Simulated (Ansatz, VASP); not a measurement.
One calculation of SiW6, two programs

```xyz
7
Lattice="4.4683 0.0000 0.0000 -2.2341 3.8696 0.0000 0.0000 0.0000 21.6259" Properties=species:S:1:pos:R:3 pbc="T T T"
W     2.2341    1.2899    4.0000
W     0.0000    2.5797    4.9121
W     0.0000    0.0000    5.8242
W     2.2341    1.2899    6.6718
W     0.0000    2.5797    7.5323
W     0.0000    0.0000    8.3259
Si    0.0000    3.4397   11.6259
```

Alike in both runs: task single point; functional PBE; dispersion D3(BJ); k mesh 6 × 6 × 1; occupations gaussian, width 0.1 eV; no spin polarisation.

|  | VASP | Ansatz |
| --- | --- | --- |
| version | VASP 6.6.1 | Ansatz 0.2.0 |
| potentials or method | VASP PAW PBE potentials, release 64 (W_sv, Si), cutoff 520 eV | scalar-relativistic, plane waves, PAW |
| valence electrons in the cell | 88 | 88 |

Ansatz gave:

```
gap on the k mesh at the Fermi level (eV) : none
rms of the force components (eV/Å)        : 1.723
```

Estimate VASP's values.

gap on the k mesh at the Fermi level (eV): none; rms of the force components (eV/Å): 1.734.

Atom by atom the forces differ by 0.021 eV/Å (rms over components). A gap of «none» marks a metal or a gap that the smearing closes. Ansatz's warnings: dispersion switch in reach, vacuum below fermi.

Spin-orbit coupling is off throughout.
